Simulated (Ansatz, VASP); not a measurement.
# Al3Cu in VASP and in Ansatz

```xyz
4
Lattice="3.8223 0.0000 0.0000 0.0000 3.8223 0.0000 0.0000 0.0000 4.0577" Properties=species:S:1:pos:R:3 pbc="T T T"
Al    0.0000    1.9111    1.9411
Al    1.9111    0.0000    2.1166
Al    1.9111    1.9111    0.0000
Cu    0.0000    0.0000    0.0000
```

Alike in both runs: task single point; functional PBEsol; k mesh 10 × 10 × 10; occupations gaussian, width 0.1 eV; no spin polarisation.

```csv
,VASP,Ansatz
version,VASP 6.6.1,Ansatz 0.2.0
potentials or method,"VASP PAW PBE potentials, release 64 (Al, Cu), cutoff 520 eV","scalar-relativistic, plane waves, PAW"
valence electrons in the cell,20,28
```

```tsv
	VASP	Ansatz	Ansatz less VASP
gap on the k mesh at the Fermi level (eV)	none	none	-
pressure (GPa)	0.1	0.0	-0.14
traceless stress, the component that is largest in VASP (GPa)	-4.22	-4.20	+0.018
rms of the force components (eV/Å)	0.130	0.128	-0.0021
```

VASP's potentials were made for PBE, not for PBEsol. Atom by atom the forces differ by 0.002 eV/Å (rms over components). A gap of «none» marks a metal or a gap that the smearing closes. VASP's potentials hold 20 valence electrons a cell and Ansatz's 28, so a difference there can come from the potentials and not from the codes.
